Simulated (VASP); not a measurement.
# Te2Mo in VASP: notebook

Runs on Te2Mo. Level: PBE+D3(BJ). Tasks: single point.

Everything below comes from runs of VASP 6.6.1. Logs are shortened: lines on timing, memory, paths and dates and some standing lists are left out, and cuts for length are marked.

**1. The cell of the first run**

The cell holds a slab with vacuum, 6 atoms: a = 3.504 Å, b = 3.504 Å, c = 24.768 Å, α = 90.00°, β = 90.00°, γ = 120.00°.

**2. Single point, PBE+D3(BJ) (layers slid over each other)**

INCAR reads:

```
ALGO = Normal ; DIPOL = 0.5 0.5 0.410
EDIFF = 1E-6 ; ENCUT = 520
GGA = PE ; IDIPOL = 3
ISIF = 2 ; ISMEAR = 0
IVDW = 12 ; LASPH = True
LCHARG = True ; LDIPOL = True
LELF = True ; LREAL = False
LVACPOTAV = True ; LVHAR = True
LWAVE = False ; NBANDS = 35
NELM = 60 ; PREC = Accurate
SIGMA = 0.05
```

KPOINTS reads:

```
k-points
0
Gamma
  9 9 1
```

POSCAR reads:

```
Te2Mo
1.0
    3.5038817216      0.0000000000      0.0000000000
   -1.7519408608      3.0344505828      0.0000000000
    0.0000000000      0.0000000000     24.7677194079
Te Mo
4 2
Direct
    0.3333333333      0.6666666667      0.1816881048
    0.3333333333      0.6666666667      0.3284056788
    0.3333333333      1.0000000000      0.4911174704
    0.3333333333      1.0000000000      0.6378350444
    0.6666666667      0.3333333333      0.2550468918
    0.0000000000      1.3333333333      0.5644762574
```

Potentials or basis: VASP PAW PBE potentials, release 64 (Te, Mo_sv).

Started as:

```console
> cat potpaw_PBE.64/Te/POTCAR potpaw_PBE.64/Mo_sv/POTCAR > POTCAR
> mpirun -np 1 vasp_std > vasp.out
```

OUTCAR:

```text
EDIFF = 1E-6
   ENCUT = 520
   GGA = PE
   ISIF = 2
   ISMEAR = 0
   IVDW = 12
   LASPH = True
   LREAL = False
   NELM = 60
   PREC = Accurate
 IVDW          = 12

 ion  position               nearest neighbor table
   1  0.333  0.667  0.182-   5 2.72   5 2.72   5 2.72   2 3.63
   2  0.333  0.667  0.328-   5 2.72   5 2.72   5 2.72   1 3.63
   3  0.333  0.000  0.491-   6 2.72   6 2.72   6 2.72   4 3.63
   4  0.333  0.000  0.638-   6 2.72   6 2.72   6 2.72   3 3.63
   5  0.667  0.333  0.255-   1 2.72   2 2.72   1 2.72   2 2.72   1 2.72   2 2.72
   6  0.000  0.333  0.564-   4 2.72   3 2.72   4 2.72   3 2.72   4 2.72   3 2.72

  LATTYP: Found a hexagonal cell.
 ALAT       =     3.5038817216
 C/A-ratio  =     7.0686516771

  Lattice vectors:

 A1 = (   3.5038817216,   0.0000000000,   0.0000000000)
 A2 = (  -1.7519408608,   3.0344505828,   0.0000000000)
 A3 = (   0.0000000000,   0.0000000000,  24.7677194079)

Analysis of symmetry for initial positions (statically):
=====================================================================
 Subroutine PRICEL returns:
 Original cell was already a primitive cell.

 Routine SETGRP: Setting up the symmetry group for a
 hexagonal supercell.

 Subroutine GETGRP returns: Found  2 space group operations
 (whereof  1 operations were pure point group operations)
 out of a pool of 24 trial point group operations.

The static configuration has the point symmetry C_1 .
 The point group associated with its full space group is S_2 .

Analysis of symmetry for dynamics (positions and initial velocities):
=====================================================================
 Subroutine PRICEL returns:
 Original cell was already a primitive cell.

 Routine SETGRP: Setting up the symmetry group for a
 hexagonal supercell.

 Subroutine GETGRP returns: Found  2 space group operations
 (whereof  1 operations were pure point group operations)
 out of a pool of 24 trial point group operations.

The dynamic configuration has the point symmetry C_1 .
 The point group associated with its full space group is S_2 .

 Subroutine INISYM returns: Found  2 space group operations
 (whereof  1 operations are pure point group operations),
 and found     1 'primitive' translations

----------------------------------------------------------------------------------------

                                     Primitive cell

  volume of cell :     263.3392

  direct lattice vectors                    reciprocal lattice vectors
     3.503881722  0.000000000  0.000000000     0.285397762  0.164774474  0.000000000
    -1.751940861  3.034450583  0.000000000     0.000000000  0.329548949  0.000000000
     0.000000000  0.000000000 24.767719408     0.000000000  0.000000000  0.040375134

  length of vectors
     3.503881722  3.503881722 24.767719408     0.329548949  0.329548949  0.040375134

  position of ions in fractional coordinates (direct lattice)
     0.333333333  0.666666667  0.181688105
     0.333333333  0.666666667  0.328405679
     0.333333333  0.000000000  0.491117470
     0.333333333  0.000000000  0.637835044
     0.666666667  0.333333333  0.255046892
     0.000000000  0.333333333  0.564476257

  ion indices of the primitive-cell ions
   primitive index   ion index
                 1           1
                 2           2
                 3           3
                 4           4
                 5           5
                 6           6

----------------------------------------------------------------------------------------

 KPOINTS: k-points

Automatic generation of k-mesh.
 Grid dimensions read from file:
 generate k-points for:    9    9    1

 Generating k-lattice:

  Cartesian coordinates                     Fractional coordinates (reciprocal lattice)
     0.031710862  0.018308275  0.000000000     0.111111111  0.000000000  0.000000000
     0.000000000  0.036616550  0.000000000     0.000000000  0.111111111  0.000000000
     0.000000000  0.000000000  0.040375134     0.000000000  0.000000000  1.000000000

  Length of vectors
     0.036616550  0.036616550  0.040375134

  Shift w.r.t. Gamma in fractional coordinates (k-lattice)
     0.000000000  0.000000000  0.000000000

 Subroutine IBZKPT returns following result:
 ===========================================

 Found     41 irreducible k-points:

 Following reciprocal coordinates:
            Coordinates               Weight
  0.000000  0.000000  0.000000      1.000000
  0.111111  0.000000  0.000000      2.000000
  0.000000  0.111111  0.000000      2.000000
 -0.111111  0.111111  0.000000      2.000000
  0.222222  0.000000  0.000000      2.000000
  0.000000  0.222222  0.000000      2.000000
[... 16 lines left out ...]
  0.333333  0.111111  0.000000      2.000000
 -0.111111  0.444444  0.000000      2.000000
 [... further k-points ...]
   k-points           NKPTS =     41   k-points in BZ     NKDIM =     41   number of bands    NBANDS=     35
   number of dos      NEDOS =    301   number of ions     NIONS =      6
   total plane-waves  NPLWV = 150528
   dimension x,y,z NGX =    28 NGY =   28 NGZ =  192
   dimension x,y,z NGXF=    56 NGYF=   56 NGZF=  384
   ions per type =               4   2
   NGX,Y,Z   is equivalent  to a cutoff of  13.28, 13.28, 12.89 a.u.
   NGXF,Y,Z  is equivalent  to a cutoff of  26.57, 26.57, 25.77 a.u.
 SYSTEM =  unknown system
   PREC   = accura    normal or accurate (medium, high low for compatibility)
   ISTART =      0    job   : 0-new  1-cont  2-samecut
   ICHARG =      2    charge: 1-file 2-atom 10-const
   ISPIN  =      1    spin polarized calculation?
   LNONCOLLINEAR =      F non collinear calculations
   LSORBIT =      F    spin-orbit coupling
   LASPH  =      T    aspherical Exc in radial PAW
   ENCUT  =  520.0 eV  38.22 Ry    6.18 a.u.   6.51  6.51 46.05*2*pi/ulx,y,z
   NELM   =     60;   NELMIN=  2; NELMDL= -5     # of ELM steps
   EDIFF  = 0.1E-05   stopping-criterion for ELM
   LREAL  =      F    real-space projection
   EDIFFG = 0.1E-04   stopping-criterion for IOM
   NSW    =      0    number of steps for IOM
   IBRION =     -1    ionic relax: 0-MD 1-quasi-New 2-CG
   NFREE  =      0    steps in history (QN), initial steepest desc. (CG)
   ISIF   =      2    stress and relaxation
   ISYM   =      2    0-nonsym 1-usesym 2-fastsym
   POTIM  = 0.5000    time-step for ionic-motion
   TEBEG  =    0.0;   TEEND  =   0.0 temperature during run
   PSTRESS=    0.0 pullay stress
   NELECT =      52.0000    total number of electrons
   NUPDOWN=      -1.0000    fix difference up-down
   EMIN   =  10.00;   EMAX   =-10.00  energy-range for DOS
   EFERMI =   0.00;   METHOD = LEGACY
   ISMEAR =     0;   SIGMA  =   0.05  broadening in eV -4-tet -1-fermi 0-gaus
   EFERMI_NEDOS =   21; number of points for ismear=-14 and -15
   IALGO  =     38    algorithm
   IMIX   =      4    mixing-type and parameters
     AMIX     =   0.40;   BMIX     =  1.00
     AMIX_MAG =   1.60;   BMIX_MAG =  1.00
  volume/ion in A,a.u.               =      43.89       296.18
  Fermi-wavevector in a.u.,A,eV,Ry     =   0.953317  1.801508 12.365161  0.908814
  Thomas-Fermi vector in A             =   2.081961
   LORBIT       =      0    0 simple, 1 ext, 2 COOP (PROOUT), +10 PAW based schemes
   GGA     = PE    functional components
   LHFCALC =     F    Hartree Fock is set to
   AEXX    =    0.0000 exact exchange contribution
   IVDW    =    12    specifies the selected vdW correction
   LEPSILON=     F    determine dielectric tensor
   LRPA    =     F    only Hartree local field effects (RPA)
 non-spin polarized calculation
 Gauss-broadening in eV      SIGMA  =   0.05
  energy-cutoff  :      520.00
  volume of cell :      263.34
 maximum number of plane-waves:      7173
 NGX is ok and might be reduce to    28
   NGX = 13   NGY = 13   NGZ = 93

 dipolmoment           0.000000      0.000000      0.000138 electrons x Angstroem

 number of electron      51.9999998 magnetization

 dipolmoment           0.000000      0.000000     -0.000001 electrons x Angstroem

 Free energy of the ion-electron system (eV)
  ---------------------------------------------------
  ext. energy  EPLUGINS =         0.00000000
  ---------------------------------------------------
  free energy    TOTEN  =       -36.00893229 eV

  energy without entropy =      -36.00893229  energy(sigma->0) =      -36.00893229

 E-fermi :   2.8931     XC(G=0):  -6.4646

 val. band max:        2.4808609676   @ k =   0.3333   0.3333   0.0000
 cond. band min:       3.6453509645   @ k =  -0.4444   0.2222   0.0000
 fundamental gap:      1.1644899970
 Fermi energy:         2.8931316171

 k-point     1 :       0.0000    0.0000    0.0000
  band No.  band energies     occupation
      1     -58.1847      2.00000
      2     -58.1847      2.00000
      3     -32.3616      2.00000
      4     -32.3616      2.00000
      5     -32.2175      2.00000
      6     -32.2175      2.00000
[... 27 lines left out ...]
     34       5.9655      0.00000
     35       6.6384      0.00000

 k-point     2 :       0.1111    0.0000    0.0000
  band No.  band energies     occupation
      1     -58.1835      2.00000
      2     -58.1835      2.00000
      3     -32.3582      2.00000
      4     -32.3582      2.00000
      5     -32.2334      2.00000
      6     -32.2334      2.00000
[... 27 lines left out ...]
     34       5.8166      0.00000
     35       6.8803      0.00000

 k-point     3 :       0.0000    0.1111    0.0000
  band No.  band energies     occupation
      1     -58.1835      2.00000
      2     -58.1835      2.00000
      3     -32.3582      2.00000
      4     -32.3582      2.00000
      5     -32.2335      2.00000
      6     -32.2335      2.00000
[... 27 lines left out ...]
     34       5.8127      0.00000
     35       6.8817      0.00000

 k-point     4 :      -0.1111    0.1111    0.0000
  band No.  band energies     occupation
      1     -58.1835      2.00000
      2     -58.1835      2.00000
      3     -32.3582      2.00000
      4     -32.3582      2.00000
      5     -32.2334      2.00000
      6     -32.2334      2.00000
[... 27 lines left out ...]
     34       5.8108      0.00000
     35       6.8819      0.00000

 k-point     5 :       0.2222    0.0000    0.0000
  band No.  band energies     occupation
      1     -58.1804      2.00000
      2     -58.1804      2.00000
      3     -32.3493      2.00000
      4     -32.3493      2.00000
      5     -32.2735      2.00000
      6     -32.2735      2.00000
[... 638 lines left out ...]
 k-point    22 :       0.3333   -0.1111    0.0000
  band No.  band energies     occupation
      1     -58.1781      2.00000
      2     -58.1781      2.00000
      3     -32.3426      2.00000
      4     -32.3426      2.00000
      5     -32.2993      2.00000
      6     -32.2993      2.00000
[... 27 lines left out ...]
     34       6.0563      0.00000
     35       7.9635      0.00000

 k-point    23 :       0.3333    0.1111    0.0000
  band No.  band energies     occupation
      1     -58.1752      2.00000
      2     -58.1752      2.00000
      3     -32.3343      2.00000
      4     -32.3343      2.00000
      5     -32.3335      2.00000
      6     -32.3335      2.00000
[... 27 lines left out ...]
     34       6.0545      0.00000
     35       7.3094      0.00000

 k-point    24 :      -0.1111    0.4444    0.0000
  band No.  band energies     occupation
      1     -58.1752      2.00000
      2     -58.1752      2.00000
      3     -32.3345      2.00000
      4     -32.3345      2.00000
      5     -32.3334      2.00000
      6     -32.3334      2.00000
[... 27 lines left out ...]
     34       6.0895      0.00000
     35       7.3615      0.00000

 [... further k-points ...]

------------------------ aborting loop because EDIFF is reached ----------------------------------------

 Edisp (eV)   -2.68443

 E8    (eV) :    -1.2707

  FORCE on cell =-STRESS in cart. coord.  units (eV):
  Direction    XX          YY          ZZ          XY          YZ          ZX
  --------------------------------------------------------------------------------------
  -------------------------------------------------------------------------------------
  Total      -0.20444    -0.21284    -0.52491    -0.02969     0.14965    -0.03534
  in kB      -1.24385    -1.29492    -3.19359    -0.18062     0.91050    -0.21499
  external pressure =       -1.91 kB  Pullay stress =        0.00 kB

 VOLUME and BASIS-vectors are now :
 -----------------------------------------------------------------------------
  energy-cutoff  :      520.00
  volume of cell :      263.34
      direct lattice vectors                 reciprocal lattice vectors
     3.503881722  0.000000000  0.000000000     0.285397762  0.164774474  0.000000000
    -1.751940861  3.034450583  0.000000000     0.000000000  0.329548949  0.000000000
     0.000000000  0.000000000 24.767719408     0.000000000  0.000000000  0.040375134

 POSITION                                       TOTAL-FORCE (eV/Angst)
 -----------------------------------------------------------------------------------
     -0.00000      2.02297      4.50000         0.000795      0.000926     -0.003820
     -0.00000      2.02297      8.13386         0.005144     -0.019615      0.098810
      1.16796      0.00000     12.16386        -0.005144      0.019615     -0.098810
      1.16796      0.00000     15.79772        -0.000795     -0.000926      0.003820
      1.75194      1.01148      6.31693         0.000847     -0.010966      0.014443
     -0.58398      1.01148     13.98079        -0.000847      0.010966     -0.014443
 -----------------------------------------------------------------------------------
    total drift:                                0.000007     -0.000015     -0.000030

  FREE ENERGIE OF THE ION-ELECTRON SYSTEM (eV)
  ---------------------------------------------------
  free  energy   TOTEN  =       -38.6933638667 eV

  energy  without entropy=      -38.6933638667  energy(sigma->0) =      -38.69336387

 vacuum level on the upper side and lower side of the slab         7.308         7.308
```

It took 5.4 min on 1 thread of Intel Xeon 6975P-C (Granite Rapids), shared host; peak memory 0.57 GiB.

Results:

- Free energy: -38.6934 eV
- Largest force: 0.101 eV/Å
- Band gap on the k mesh: 1.16 eV (least direct gap 1.17 eV)
- Dispersion energy per atom: -0.447 eV

Forces on the atoms (eV/Å):
```
Te   0.001  0.001 -0.004
Te   0.005 -0.020  0.099
Te  -0.005  0.020 -0.099
Te  -0.001 -0.001  0.004
Mo   0.001 -0.011  0.014
Mo  -0.001  0.011 -0.014
```

Caveat: the cell differs from its parent crystal (layers slid over each other); spin-orbit coupling is left out, which moves the levels of the heavy elements.

(Continued in part 2 of 2.)
